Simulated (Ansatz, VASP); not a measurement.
Two plane-wave programs on ZnIn

```
Zn In
1.0
     0.00000    2.85428    2.85428
     2.85428    0.00000    2.85428
     2.85428    2.85428    0.00000
Zn In
1 1
Direct
  0.00000 0.00000 0.00000
  0.50000 0.50000 0.50000
```

Alike in both runs: functional PBE; k mesh 6 × 6 × 6; occupations gaussian, width 0.1 eV; no spin polarisation.

Ansatz relaxed the structure, and its values are those at the end. VASP's run is a single point on that final structure, the one shown.

```csv
,VASP,Ansatz
version,VASP 6.6.1,Ansatz 0.2.0
potentials or method,"VASP PAW PBE potentials, release 64 (Zn, In_d), cutoff 520 eV","scalar-relativistic, plane waves, PAW"
valence electrons in the cell,25,25
```

|  | VASP | Ansatz | Ansatz less VASP |
| --- | --- | --- | --- |
| gap on the k mesh at the Fermi level (eV) | none | none | - |
| pressure (GPa) | 0.0 | 0.0 | -0.04 |

A gap of «none» marks a metal or a gap that the smearing closes. The functional is the same, so the differences come from potentials, cutoffs and numerics.
